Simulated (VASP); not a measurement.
# Gd: single point with PBE

Gd:

```
Gd
1.0
    -1.55430    1.55430    1.55430
     1.55430   -1.55430    1.55430
     1.55430    1.55430   -1.55430
Gd
1
Direct
  0.00000 0.00000 0.00000
```

This isn't the form of Gd at room conditions, which is hcp.

```
Program                : VASP 6.6.1
Task                   : single point
Functional             : PBE
Potentials or basis    : VASP PAW PBE potentials, release 64 (Gd)
Cutoff                 : 520 eV
k mesh                 : 15 × 15 × 15
Occupations            : fermi-dirac, width 0.08 eV
Spin                   : collinear spin, ferromagnetic start
Starting moments       : [7.0] μB
Dipole correction      : no
Further INCAR settings : ALGO = Normal; EDIFF = 1e-07; NBANDS = 19
```

| Item | Value |
| --- | --- |
| Pressure | 91.5 GPa |
| Net moment | 6.85 μB per cell |
| Site moments | Gd +6.61 μB |
| Valence electrons inside the program's atomic spheres | Gd 16.05 |

Levels at points of the mesh, in eV from the Fermi level:
Spin up:
| k point | band 9 | band 10 | band 11 | band 12 | band 13 | band 14 | band 15 | band 16 |
| --- | --- | --- | --- | --- | --- | --- | --- | --- |
| (0.00, 0.00, 0.00) | -3.07 | -3.07 | -3.07 | -2.82 | 2.07 | 2.07 | 2.07 | 6.56 |
Spin down:
| k point | band 4 | band 5 | band 6 | band 7 | band 8 | band 9 |
| --- | --- | --- | --- | --- | --- | --- |
| (0.00, 0.00, 0.00) | -16.89 | -2.48 | 0.60 | 0.60 | 0.60 | 2.19 |

It took 3.2 min on 1 thread of Oxide Virtual Turin-like Processor (shared host), peak memory 0.15 GiB.

Caveat: the cell stands under pressure; spin-orbit coupling is left out, which moves the levels of the heavy elements; semilocal functionals describe open f shells poorly, which spoils levels, moments and volumes. The state reached can hang on the start; a lower one may exist.
